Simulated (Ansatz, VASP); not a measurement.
**One calculation of WSe2, two programs**

```xyz
3
Lattice="3.3179 0.0000 0.0000 -1.6590 2.8734 0.0000 0.0000 0.0000 16.6581" Properties=species:S:1:pos:R:3 pbc="T T T"
W     0.0000    0.0000    0.0000
Se    0.0000    1.9156    1.6623
Se    0.0000    1.9156   14.9959
```

Alike in both runs: task single point; functional PBE; dispersion D3(BJ); k mesh 12 × 12 × 2; occupations gaussian, width 0.05 eV; no spin polarisation.

|  | VASP | Ansatz |
| --- | --- | --- |
| version | VASP 6.6.1 | Ansatz 0.2.0 |
| potentials or method | VASP PAW PBE potentials, release 64 (W_sv, Se), cutoff 520 eV | scalar-relativistic, plane waves, PAW |
| valence electrons in the cell | 26 | 46 |

Ansatz gave:

```
gap on the k mesh at the Fermi level (eV) : 1.53
least direct gap on the mesh (eV)         : 1.53
rms of the force components (eV/Å)        : 0.086
```

Estimate VASP's values.

gap on the k mesh at the Fermi level (eV): 1.52; least direct gap on the mesh (eV): 1.52; rms of the force components (eV/Å): 0.108.

Atom by atom the forces differ by 0.022 eV/Å (rms over components). VASP's potentials hold 26 valence electrons a cell and Ansatz's 46, so a difference there can come from the potentials and not from the codes.

Spin-orbit coupling is off throughout.
